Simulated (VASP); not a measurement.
Write the native input for VASP 6.6.1 that does the following.

```yaml
Task: electric field gradients
Functional: LDA
Potentials_or_basis: VASP PAW LDA potentials, release 64 (Zr_sv, B)
Cutoff: 520 eV
k_mesh: 12 × 12 × 9
Occupations: fermi-dirac, width 0.05 eV
Spin: no spin polarisation
Dipole_correction: no
Further_INCAR_settings: ALGO = Normal; EDIFF = 1e-08; NBANDS = 16
```

The structure of ZrB2 lies in POSCAR:

```
ZrB2
1.0
    3.1544144627      0.0000000000      0.0000000000
   -1.5772072314      2.7318030588      0.0000000000
    0.0000000000      0.0000000000      3.5082273368
Zr B
1 2
Direct
    0.0000000000      0.0000000000      0.0000000000
    0.3333333333      0.6666666667      0.5000000000
    0.6666666667      0.3333333333      0.5000000000
```

This cell differs from its parent crystal: volume scaled by 0.99.

These files were run (other wordings do the same):

INCAR

```
PREC = Accurate
ENCUT = 520
EDIFF = 1E-8
ISMEAR = -1
SIGMA = 0.05
LREAL = F
LASPH = T
NELM = 60
ALGO = Normal
ISIF = 2
LWAVE = F
LCHARG = F
LEFG = T
NBANDS = 16
```

KPOINTS

```
Automatic mesh
0
Gamma
  12 12 9
```

Potentials or basis: VASP PAW LDA potentials, release 64 (Zr_sv, B).

Launch:

```sh
$ cat potpaw_LDA.64/Zr_sv/POTCAR potpaw_LDA.64/B/POTCAR > POTCAR
$ mpirun -np 1 vasp_std > vasp.out
```

Results of the run:

```json
{"Pressure": "-4.4 GPa", "Band gap on the k mesh": "zero (band 9 reaches 11.40 eV, above the bottom of band 10 at 10.12 eV)"}
```

Caveat: without QUAD_EFG the Cq values of the log hold for a quadrupole moment of 1 mb, not for the nuclei.

It took 30 s on 1 thread of Intel(R) Xeon(R) Platinum 8259CL CPU @ 2.50GHz (Skylake/Cascade Lake), with other jobs on the host, peak memory 0.16 GiB.
